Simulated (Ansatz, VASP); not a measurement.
# One calculation of LiCl, two programs

```
CELL_PARAMETERS angstrom
0.00000 2.56477 2.56477
2.56477 0.00000 2.56477
2.56477 2.56477 0.00000
ATOMIC_POSITIONS crystal
Cl 0.50000 0.50000 0.50000
Li 0.00000 0.00000 0.00000
```

Alike in both runs: task single point; functional PBE-based screened hybrid; k mesh 5 × 5 × 5; occupations fermi-dirac, width 0.05 eV; no spin polarisation.

|  | VASP | Ansatz |
| --- | --- | --- |
| version | VASP 6.6.1 | Ansatz 0.2.0 |
| potentials or method | VASP PAW PBE potentials, release 64 (Cl, Li_sv) | Ansatz PAW |
| plane-wave cutoff (eV) | 520 | 420 |
| valence electrons in the cell | 10 | 10 |

|  | VASP | Ansatz | Ansatz less VASP |
| --- | --- | --- | --- |
| gap on the k mesh at the Fermi level (eV) | 6.90 | 6.89 | -0.011 |
| least direct gap on the mesh (eV) | 6.90 | 6.89 | -0.011 |

VASP's potentials were made for PBE, not for PBE-based screened hybrid. With one functional, cell and mesh, what is left measures potentials, basis and numerics.

The k mesh is coarse, so the values compare programs but aren't converged. Noted on VASP's run: the cutoff is short for stress, so the pressure is rough. Noted on Ansatz's run: odd divisions of the mesh miss points on the zone boundary, where band edges often lie, so the gap on the mesh can be too wide.
